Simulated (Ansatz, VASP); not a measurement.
# YZr2O2 in VASP and in Ansatz

```
Y Zr O
1.0
    -2.11501    2.11501    5.74395
     2.11501   -2.11501    5.74395
     2.11501    2.11501   -5.74395
Y Zr O
1 2 2
Cartesian
  0.0000 0.0000 0.0000
  0.0000 2.1150 2.8720
  2.1150 0.0000 2.8720
  0.0000 0.0000 2.2670
  0.0000 0.0000 9.2209
```

Change from the starting cell: species swapped into the YSi2Ir2 type (I4/mmm, No. 139).

Alike in both runs: functional PBE; k mesh 6 × 6 × 6; occupations gaussian, width 0.1 eV; no spin polarisation.

Ansatz relaxed the structure, and its values are those at the end. VASP's run is a single point on that final structure, the one shown.

|  | VASP | Ansatz |
| --- | --- | --- |
| version | VASP 6.6.1 | Ansatz 0.2.0 |
| potentials or method | VASP PAW PBE potentials, release 64 (Y_sv, Zr_sv, O), cutoff 520 eV | scalar-relativistic, plane waves, PAW |
| valence electrons in the cell | 47 | 47 |

VASP gave:

- gap on the k mesh at the Fermi level (eV): none
- pressure (GPa): 0.2
- rms of the force components (eV/Å): 0.004

Question: What did Ansatz give for the same quantities?

Answer: gap on the k mesh at the Fermi level (eV): none; pressure (GPa): 0.1; rms of the force components (eV/Å): 0.002.

A gap of «none» marks a metal or a gap that the smearing closes.
